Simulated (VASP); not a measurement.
**Pt: single point with r2SCAN**

The system is Pt.

```xyz
1
Lattice="0.0000 1.9690 1.9690 1.9690 0.0000 1.9690 1.9690 1.9690 0.0000" Properties=species:S:1:pos:R:3 pbc="T T T"
Pt    0.0000    0.0000    0.0000
```

```json
{
 "Program": "VASP 6.6.1",
 "Task": "single point",
 "Functional": "r2SCAN",
 "Potentials or basis": "VASP PAW PBE potentials, release 64 (Pt)",
 "Cutoff": "520 eV",
 "k mesh": "12 × 12 × 12",
 "Occupations": "gaussian, width 0.1 eV",
 "Spin": "no spin polarisation"
}
```

* Pressure: 1.3 GPa
* Band gap on the k mesh: zero (band 5 reaches 11.31 eV, above the bottom of band 6 at 8.98 eV)

Levels at points of the mesh, in eV from the Fermi level:
| k point | band 3 | band 4 | band 5 | band 6 | band 7 | band 8 |
| --- | --- | --- | --- | --- | --- | --- |
| (0.00, 0.00, 0.00) | -3.85 | -3.85 | -1.73 | -1.73 | 15.49 | 20.59 |
| (0.50, 0.00, 0.00) | -3.95 | -0.27 | 0.01 | 0.01 | 6.05 | 15.13 |
| (0.50, 0.50, 0.00) | -0.07 | 0.50 | 0.50 | 1.95 | 9.19 | 11.96 |

Run time: 110 s on 1 thread of AMD EPYC 7R13, on a shared host, peak memory 0.12 GiB.

Caveat: the PAW data sets were made with another functional, which shifts forces and pressure a little; spin-orbit coupling is left out, which moves the levels of the heavy elements.
